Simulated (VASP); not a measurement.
Write the native input for VASP 6.6.1 that does the following.

```yaml
Task: single point
Functional: PBE
Potentials_or_basis: VASP PAW PBE potentials, release 64 (Hf_pv, O)
Cutoff: 520 eV
k_mesh: 8 × 8 × 8
Occupations: fermi-dirac, width 0.02 eV
Spin: no spin polarisation
Dipole_correction: no
Further_INCAR_settings: ALGO = Normal; EDIFF = 1e-06; NBANDS = 18
```

The structure of HfO2 lies in POSCAR:

```
HfO2
1.0
    0.0419844261      2.5711667186      2.5711667186
    2.5711667186      0.0419844261      2.5711667186
    2.5711667186      2.5711667186      0.0419844261
Hf O
1 2
Direct
    0.0000000000      0.0000000000      0.0000000000
    0.2490832165      0.2490832165      0.2490832165
    0.7509167835      0.7509167835      0.7509167835
```

This cell differs from its parent crystal: strain along [111] +2.5%.

One way to write it, as run:

INCAR

```
SYSTEM = HfO2
PREC = Accurate
ENCUT = 520
EDIFF = 1E-6
ISMEAR = -1
SIGMA = 0.02
LREAL = .FALSE.
LASPH = .TRUE.
NELM = 60
ALGO = Normal
ISIF = 2
LWAVE = .FALSE.
LCHARG = .FALSE.
GGA = PE
NBANDS = 18
```

KPOINTS

```
Automatic mesh
0
G
  8 8 8
  0 0 0
```

Potentials or basis: VASP PAW PBE potentials, release 64 (Hf_pv, O).

Run with:

```bash
$ cat potpaw_PBE.64/Hf_pv/POTCAR potpaw_PBE.64/O/POTCAR > POTCAR
$ mpirun -np 1 vasp_std > vasp.out
```

Results of the run:

```json
{
  "Pressure": "-3.9 GPa",
  "Largest force": "0.004 eV/Å",
  "Band gap on the k mesh": "3.76 eV"
}
```

Caveat: the cell differs from its parent crystal (strain along [111] +2.5%); the cell stands under tension; spin-orbit coupling is left out, which moves the levels of the heavy elements.

Wall time 63 s on 1 thread of Intel Xeon 8259CL, with other jobs on the host, peak memory 0.18 GiB.
